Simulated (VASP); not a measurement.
# SnPbO2 (P4mm) in VASP: a series of runs, part 2 of 2

VASP 6.6.1. Earlier steps stand in the parts before.

### Step 3. Single point, PBE

File INCAR:

```
ALGO     = Normal         # electronic algorithm
EDIFF    = 1E-6           # SCF threshold, eV
ENCUT    = 520            # plane-wave cutoff, eV
GGA      = PE             # functional
ISIF     = 2              # what is computed and relaxed
ISMEAR   = -1             # smearing method
LASPH    = T              # aspherical terms in the spheres
LCHARG   = T              # write CHGCAR
LELF     = T              # ELF
LREAL    = F              # projectors in reciprocal space
LVHAR    = T            
LWAVE    = F              # write WAVECAR
NBANDS   = 28             # bands
NELM     = 60             # most SCF steps
PREC     = Accurate       # precision mode
SIGMA    = 0.02           # smearing width, eV
```

File KPOINTS:

```
k-points
0
Gamma
  6 6 6
```

File POSCAR:

```
SnPbO2
1.0
    3.8682734874      0.0000000000      0.0000000000
    0.0000000000      3.8682734874      0.0000000000
    0.0000000000      0.0000000000      4.8975261426
Sn Pb O
1 1 2
Direct
    0.0000000000      0.0000000000      0.2247945222
    0.5000000000      0.5000000000      0.7456934246
    0.5000000000      0.0000000000      0.0147560265
    0.0000000000      0.5000000000      0.0147560265
```

Potentials or basis: VASP PAW PBE potentials, release 64 (Sn_d, Pb_d, O).

Launch:

```console
cat potpaw_PBE.64/Sn_d/POTCAR potpaw_PBE.64/Pb_d/POTCAR potpaw_PBE.64/O/POTCAR > POTCAR
mpirun -np 1 vasp_std > vasp.out
```

OUTCAR:

```text
EDIFF = 1E-6
   ENCUT = 520
   GGA = PE
   ISIF = 2
   ISMEAR = -1
   LASPH = T
   LREAL = F
   NELM = 60
   PREC = Accurate

 ion  position               nearest neighbor table
   1  0.000  0.000  0.225-   3 2.19   4 2.19   4 2.19   3 2.19   2 3.60   2 3.60   2 3.60   2 3.60
                             2 3.74   2 3.74   2 3.74   2 3.74
   2  0.500  0.500  0.746-   3 2.34   4 2.34   3 2.34   4 2.34   1 3.60   1 3.60   1 3.60   1 3.60
                             1 3.74   1 3.74   1 3.74   1 3.74
   3  0.500  0.000  0.015-   1 2.19   1 2.19   2 2.34   2 2.34
   4  0.000  0.500  0.015-   1 2.19   1 2.19   2 2.34   2 2.34

  LATTYP: Found a simple tetragonal cell.
 ALAT       =     3.8682734874
 C/A-ratio  =     1.2660754620

  Lattice vectors:

 A1 = (   3.8682734874,   0.0000000000,   0.0000000000)
 A2 = (   0.0000000000,   3.8682734874,   0.0000000000)
 A3 = (   0.0000000000,   0.0000000000,   4.8975261426)

Analysis of symmetry for initial positions (statically):
=====================================================================
 Subroutine PRICEL returns:
 Original cell was already a primitive cell.

 Routine SETGRP: Setting up the symmetry group for a
 simple tetragonal supercell.

 Subroutine GETGRP returns: Found  8 space group operations
 (whereof  8 operations were pure point group operations)
 out of a pool of 16 trial point group operations.

The static configuration has the point symmetry C_4v.

Analysis of symmetry for dynamics (positions and initial velocities):
=====================================================================
 Subroutine PRICEL returns:
 Original cell was already a primitive cell.

 Routine SETGRP: Setting up the symmetry group for a
 simple tetragonal supercell.

 Subroutine GETGRP returns: Found  8 space group operations
 (whereof  8 operations were pure point group operations)
 out of a pool of 16 trial point group operations.

The dynamic configuration has the point symmetry C_4v.

 Subroutine INISYM returns: Found  8 space group operations
 (whereof  8 operations are pure point group operations),
 and found     1 'primitive' translations

----------------------------------------------------------------------------------------

                                     Primitive cell

  volume of cell :      73.2843

  direct lattice vectors                    reciprocal lattice vectors
     3.868273487  0.000000000  0.000000000     0.258513263  0.000000000  0.000000000
     0.000000000  3.868273487  0.000000000     0.000000000  0.258513263  0.000000000
     0.000000000  0.000000000  4.897526143     0.000000000  0.000000000  0.204184719

  length of vectors
     3.868273487  3.868273487  4.897526143     0.258513263  0.258513263  0.204184719

  position of ions in fractional coordinates (direct lattice)
     0.000000000  0.000000000  0.224794522
     0.500000000  0.500000000  0.745693425
     0.500000000  0.000000000  0.014756027
     0.000000000  0.500000000  0.014756027

  ion indices of the primitive-cell ions
   primitive index   ion index
                 1           1
                 2           2
                 3           3
                 4           4

----------------------------------------------------------------------------------------

 KPOINTS: k-points

Automatic generation of k-mesh.
 Grid dimensions read from file:
 generate k-points for:    6    6    6

 Generating k-lattice:

  Cartesian coordinates                     Fractional coordinates (reciprocal lattice)
     0.043085544  0.000000000  0.000000000     0.166666667  0.000000000  0.000000000
     0.000000000  0.043085544  0.000000000     0.000000000  0.166666667  0.000000000
     0.000000000  0.000000000  0.034030787     0.000000000  0.000000000  0.166666667

  Length of vectors
     0.043085544  0.043085544  0.034030787

  Shift w.r.t. Gamma in fractional coordinates (k-lattice)
     0.000000000  0.000000000  0.000000000

 Subroutine IBZKPT returns following result:
 ===========================================

 Found     40 irreducible k-points:

 Following reciprocal coordinates:
            Coordinates               Weight
  0.000000  0.000000  0.000000      1.000000
  0.166667  0.000000  0.000000      4.000000
  0.333333  0.000000  0.000000      4.000000
  0.500000  0.000000  0.000000      2.000000
  0.166667  0.166667  0.000000      4.000000
  0.333333  0.166667  0.000000      8.000000
[... 16 lines left out ...]
  0.333333  0.000000  0.333333      8.000000
  0.500000  0.000000  0.333333      4.000000
 [... further k-points ...]
   k-points           NKPTS =     40   k-points in BZ     NKDIM =     40   number of bands    NBANDS=     28
   number of dos      NEDOS =    301   number of ions     NIONS =      4
   total plane-waves  NPLWV =  32400
   dimension x,y,z NGX =    30 NGY =   30 NGZ =   36
   dimension x,y,z NGXF=    60 NGYF=   60 NGZF=   72
   ions per type =               1   1   2
   NGX,Y,Z   is equivalent  to a cutoff of  12.89, 12.89, 12.22 a.u.
   NGXF,Y,Z  is equivalent  to a cutoff of  25.79, 25.79, 24.44 a.u.
 SYSTEM =  unknown system
   PREC   = accura    normal or accurate (medium, high low for compatibility)
   ISTART =      0    job   : 0-new  1-cont  2-samecut
   ICHARG =      2    charge: 1-file 2-atom 10-const
   ISPIN  =      1    spin polarized calculation?
   LNONCOLLINEAR =      F non collinear calculations
   LSORBIT =      F    spin-orbit coupling
   LASPH  =      T    aspherical Exc in radial PAW
   ENCUT  =  520.0 eV  38.22 Ry    6.18 a.u.   7.19  7.19  9.11*2*pi/ulx,y,z
   NELM   =     60;   NELMIN=  2; NELMDL= -5     # of ELM steps
   EDIFF  = 0.1E-05   stopping-criterion for ELM
   LREAL  =      F    real-space projection
   EDIFFG = 0.1E-04   stopping-criterion for IOM
   NSW    =      0    number of steps for IOM
   IBRION =     -1    ionic relax: 0-MD 1-quasi-New 2-CG
   NFREE  =      0    steps in history (QN), initial steepest desc. (CG)
   ISIF   =      2    stress and relaxation
   ISYM   =      2    0-nonsym 1-usesym 2-fastsym
   POTIM  = 0.5000    time-step for ionic-motion
   TEBEG  =    0.0;   TEEND  =   0.0 temperature during run
   PSTRESS=    0.0 pullay stress
   NELECT =      40.0000    total number of electrons
   NUPDOWN=      -1.0000    fix difference up-down
   EMIN   =  10.00;   EMAX   =-10.00  energy-range for DOS
   EFERMI =   0.00;   METHOD = LEGACY
   ISMEAR =    -1;   SIGMA  =   0.02  broadening in eV -4-tet -1-fermi 0-gaus
   EFERMI_NEDOS =   21; number of points for ismear=-14 and -15
   IALGO  =     38    algorithm
   IMIX   =      4    mixing-type and parameters
     AMIX     =   0.40;   BMIX     =  1.00
     AMIX_MAG =   1.60;   BMIX_MAG =  1.00
  volume/ion in A,a.u.               =      18.32       123.64
  Fermi-wavevector in a.u.,A,eV,Ry     =   1.337902  2.528269 24.354198  1.789983
  Thomas-Fermi vector in A             =   2.466415
   LORBIT       =      0    0 simple, 1 ext, 2 COOP (PROOUT), +10 PAW based schemes
   GGA     = PE    functional components
   LHFCALC =     F    Hartree Fock is set to
   AEXX    =    0.0000 exact exchange contribution
   IVDW    =     0    specifies the selected vdW correction
   LEPSILON=     F    determine dielectric tensor
   LRPA    =     F    only Hartree local field effects (RPA)
 non-spin polarized calculation
  energy-cutoff  :      520.00
  volume of cell :       73.28
 maximum number of plane-waves:      2004
 NGX is ok and might be reduce to    30
   NGX = 15   NGY = 15   NGZ = 19

 number of electron      40.0000000 magnetization

 Free energy of the ion-electron system (eV)
  ---------------------------------------------------
  ext. energy  EPLUGINS =         0.00000000
  ---------------------------------------------------
  free energy    TOTEN  =       -22.07859678 eV

  energy without entropy =      -22.07859677  energy(sigma->0) =      -22.07859678

 E-fermi :   6.6238     XC(G=0): -10.1550

 val. band max:        6.3404645926   @ k =   0.0000   0.0000   0.0000
 cond. band min:       6.9152998442   @ k =   0.5000   0.5000   0.0000
 fundamental gap:      0.5748352516
 Fermi energy:         6.6238179026

 k-point     1 :       0.0000    0.0000    0.0000
  band No.  band energies     occupation
      1     -14.9849      2.00000
      2     -14.6583      2.00000
      3     -14.6518      2.00000
      4     -14.6518      2.00000
      5     -14.6080      2.00000
      6     -13.0351      2.00000
[... 20 lines left out ...]
     27      13.4859      0.00000
[... 691 lines left out ...]
      6     -12.2028      2.00000
[... 20 lines left out ...]
     27      15.8344      0.00000
     28      15.8603      0.00000

 [... further k-points ...]
[... 5 lines left out ...]
  --------------------------------------------------------------------------------------
  -------------------------------------------------------------------------------------
  Total        2.5030029      2.5030029      1.9894277      0.0000000      0.0000000      0.0000000
  in kB       54.7218579     54.7218579     43.4938292      0.0000000      0.0000000      0.0000000
  external PRESSURE =      50.9791817 kB  Pullay stress =       0.0000000 kB

 VOLUME and BASIS-vectors are now :
 -----------------------------------------------------------------------------
  energy-cutoff  :      520.00
  volume of cell :       73.28
      direct lattice vectors                 reciprocal lattice vectors
     3.868273487  0.000000000  0.000000000     0.258513263  0.000000000  0.000000000
     0.000000000  3.868273487  0.000000000     0.000000000  0.258513263  0.000000000
     0.000000000  0.000000000  4.897526143     0.000000000  0.000000000  0.204184719

 POSITION                                       TOTAL-FORCE (eV/Angst)
 -----------------------------------------------------------------------------------
      0.00000      0.00000      1.10094         0.000000     -0.000000      0.551537
      1.93414      1.93414      3.65205         0.000000      0.000000     -0.421034
      1.93414      0.00000      0.07227        -0.000000     -0.000000     -0.065251
      0.00000      1.93414      0.07227         0.000000     -0.000000     -0.065251
 -----------------------------------------------------------------------------------
    total drift:                                0.000000     -0.000000     -0.001577

  FREE ENERGIE OF THE ION-ELECTRON SYSTEM (eV)
  ---------------------------------------------------
  free  energy   TOTEN  =       -22.0785967784 eV

  energy  without entropy=      -22.0785967730  energy(sigma->0) =      -22.07859678
```

Run time: 30 s. Hardware: 1 thread of Intel Xeon 6975P-C (Granite Rapids), shared host; peak memory 0.23 GiB.

What came out:

```yaml
Free_energy: -22.0786 eV
Pressure: 5.1 GPa
Largest_force: 0.552 eV/Å
Band_gap_on_the_k_mesh: 0.57 eV (least direct gap 1.77 eV)
```

Forces in eV/Å, atoms in the order of the input:
```
Sn   0.000  0.000  0.552
Pb   0.000  0.000 -0.421
O    0.000  0.000 -0.065
O    0.000  0.000 -0.065
```

Caveat: the cell stands under pressure; spin-orbit coupling is left out, which moves the levels of the heavy elements.

### Step 4. Single point, PBE+D3(BJ)

This run uses another cell than the first one, of 18.71 Å³/atom.

File INCAR:

```
ALGO = Normal ; EDIFF = 1E-6
ENCUT = 520 ; GGA = PE
ISIF = 2 ; ISMEAR = -1
IVDW = 12 ; LASPH = T
LCHARG = T ; LELF = T
LREAL = F ; LVHAR = T
LWAVE = F ; NBANDS = 28
NELM = 80 ; PREC = Accurate
SIGMA = 0.02
```

KPOINTS is that of step 3.

File POSCAR:

```
SnPbO2
1.0
    3.9173547211      0.0000000000      0.0000000000
    0.0000000000      3.9173547211      0.0000000000
    0.0000000000      0.0000000000      4.8766708733
Sn Pb O
1 1 2
Direct
    0.0000000000      0.0000000000      0.2279350621
    0.5000000000      0.5000000000      0.7436928474
    0.5000000000      0.0000000000      0.0141860452
    0.0000000000      0.5000000000      0.0141860452
```

Launch:

```console
cat potpaw_PBE.64/Sn_d/POTCAR potpaw_PBE.64/Pb_d/POTCAR potpaw_PBE.64/O/POTCAR > POTCAR
mpirun -np 1 vasp_std > vasp.out
```

It took 29 s on 1 thread of Intel Xeon 6975P-C (Granite Rapids), shared host; peak memory 0.24 GiB.

It converged, with:

| Property | Result |
| --- | --- |
| Free energy | -23.0717 eV |
| Pressure | 0.1 GPa |
| Largest force | 0.068 eV/Å |
| Band gap on the k mesh | 0.64 eV (least direct gap 1.76 eV) |
| Dispersion energy per atom | -0.237 eV |

Forces on the atoms (eV/Å):
```
Sn   0.000  0.000  0.068
Pb   0.000  0.000 -0.047
O    0.000  0.000 -0.011
O    0.000  0.000 -0.011
```

Levels at points of the mesh, in eV from the valence-band top:
```tsv
k point	band 17	band 18	band 19	band 20	band 21	band 22	band 23	band 24
(0.00, 0.00, 0.00)	-2.41	-2.20	-2.20	0.00	2.37	5.04	5.04	5.29
(0.50, 0.00, 0.00)	-3.80	-3.39	-2.31	-1.84	3.29	3.52	6.00	6.12
(0.50, 0.50, 0.00)	-2.33	-1.80	-1.41	-1.12	0.64	0.64	4.50	5.52
(0.00, 0.00, 0.50)	-2.46	-2.21	-2.21	-1.38	1.91	3.45	3.45	3.99
(0.50, 0.00, 0.50)	-4.04	-3.32	-1.68	-0.80	2.90	2.96	5.62	6.08
(0.50, 0.50, 0.50)	-3.17	-1.80	-1.77	-1.41	2.91	2.91	4.64	4.64
```

Caveat: spin-orbit coupling is left out, which moves the levels of the heavy elements. A k mesh can miss the band edges.

### Step 5. The runs side by side

```tsv
level	cell	k mesh	smearing	gap on the mesh (eV)	pressure (GPa)	largest force (eV/Å)
PBE	a = 3.868, b = 3.868, c = 4.898 Å, 4 atoms, atomic positions A	4 × 4 × 4	gaussian 0.01 eV	0.58	5.1	0.55
PBE	a = 3.868, b = 3.868, c = 4.898 Å, 4 atoms, atomic positions A	6 × 6 × 6	fermi-dirac 0.02 eV	0.57	5.1	0.55
PBE+D3(BJ)	a = 3.917, b = 3.917, c = 4.877 Å, 4 atoms, atomic positions B	6 × 6 × 6	fermi-dirac 0.02 eV	0.64	0.1	0.07
```

Alike in all rows: task single point; potentials or basis VASP PAW PBE potentials, release 64 (Sn_d, Pb_d, O); no spin polarisation; cutoff (eV) 520.

Caveats: spin-orbit coupling is left out, which moves the levels of the heavy elements; the cell stands under pressure (at least some runs).

Total energies depend on the potentials used, so only differences within one code and one set of settings carry meaning.
